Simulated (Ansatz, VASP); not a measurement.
One calculation of Zr3SnSe, two programs

INCAR

```
SYSTEM = Zr3SnSe
ALGO = Normal
EDIFF = 1E-7
ENCUT = 520
GGA = PE
ISIF = 2
ISMEAR = 0
LASPH = .TRUE.
LCHARG = .FALSE.
LREAL = .FALSE.
LWAVE = .FALSE.
NBANDS = 36
NELM = 60
PREC = Accurate
SIGMA = 0.1
```

KPOINTS

```
k-points
0
G
  4 4 4
  0 0 0
```

Contents of POSCAR:

```
Zr3SnSe
1.0
    4.8380506300      0.0000000000      0.0000000000
    0.0000000000      4.8380506300      0.0000000000
    0.0000000000      0.0000000000      4.8380506300
Zr Sn Se
3 1 1
Direct
    0.0000000000      0.5000000000      0.5000000000
    0.5000000000      0.0000000000      0.5000000000
    0.5000000000      0.5000000000      0.0000000000
    0.0000000000      0.0000000000      0.0000000000
    0.5000000000      0.5000000000      0.5000000000
```

Input for Ansatz:

```yaml
crystal:
  lattice:
    - [4.83805063, 0.0, 0.0]
    - [0.0, 4.83805063, 0.0]
    - [0.0, 0.0, 4.83805063]
  atoms:
    - { symbol: Zr, position: [0.0, 0.5, 0.5] }
    - { symbol: Zr, position: [0.5, 0.0, 0.5] }
    - { symbol: Zr, position: [0.5, 0.5, 0.0] }
    - { symbol: Sn, position: [0.0, 0.0, 0.0] }
    - { symbol: Se, position: [0.5, 0.5, 0.5] }
basis:
  ecutwfc: 420
kpoints:
  mp_grid: { grid: [4, 4, 4] }
hamiltonian:
  xc: pbe
scf:
  occupations: { method: gaussian, width: 0.1 }
  lower_state_search: "off"
output:
  forces: true
  stress: true
  eigenvalues: true
```

Alike in both runs: task single point; functional PBE; k mesh 4 × 4 × 4; occupations gaussian, width 0.1 eV; no spin polarisation.

|  | VASP | Ansatz |
| --- | --- | --- |
| version | VASP 6.6.1 | Ansatz 0.2.0 |
| potentials or method | VASP PAW PBE potentials, release 64 (Zr_sv, Sn_d, Se), cutoff 520 eV | scalar-relativistic, plane waves, PAW |
| valence electrons in the cell | 56 | 66 |

VASP gave:

- gap on the k mesh at the Fermi level (eV): none
- pressure (GPa): 10.1

Q: Estimate Ansatz's values.

A: gap on the k mesh at the Fermi level (eV): none; pressure (GPa): 9.9.

A gap of «none» marks a metal or a gap that the smearing closes. VASP's potentials hold 56 valence electrons a cell and Ansatz's 66, so a difference there can come from the potentials and not from the codes.
